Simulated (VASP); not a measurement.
A run of VASP 6.6.1:

Contents of INCAR:

```
SYSTEM = TiCo
ALGO = Normal
EDIFF = 1E-6
ENCUT = 690
GGA = CA
GGA_COMPAT = .FALSE.
ISIF = 2
ISMEAR = 0
ISPIN = 2
LASPH = .TRUE.
LCHARG = .FALSE.
LMAXMIX = 4
LORBIT = 11
LREAL = .FALSE.
LWAVE = .FALSE.
MAGMOM = 0 0.23
NBANDS = 26
NELM = 200
PREC = Accurate
SIGMA = 0.05
```

The input KPOINTS:

```
k-points
0
G
  16 16 16
  0 0 0
```

File POSCAR:

```
TiCo
1.0
    2.8628423767      0.0000000000      0.0000000000
    0.0000000000      2.8628423767      0.0000000000
    0.0000000000      0.0000000000      2.8628423767
Ti Co
1 1
Direct
    0.0000000000      0.0000000000      0.0000000000
    0.5000000000      0.5000000000      0.5000000000
```

Potentials or basis: VASP PAW LDA potentials, release 64 (Ti_sv, Co_sv).

Launch:

```bash
$ cat potpaw_LDA.64/Ti_sv/POTCAR potpaw_LDA.64/Co_sv/POTCAR > POTCAR
$ mpirun -np 1 vasp_std > vasp.out
```

Hardware: 1 thread of AMD EPYC 9R45 96-Core Processor (Zen 5) (shared host).

**Question.** How long does it take, and how much memory?

**Answer.** Run time: 4 min on 1 thread of AMD EPYC 9R45 96-Core Processor (Zen 5) (shared host), peak memory 0.3 GiB. Counts: scf iterations 20, k points 165.
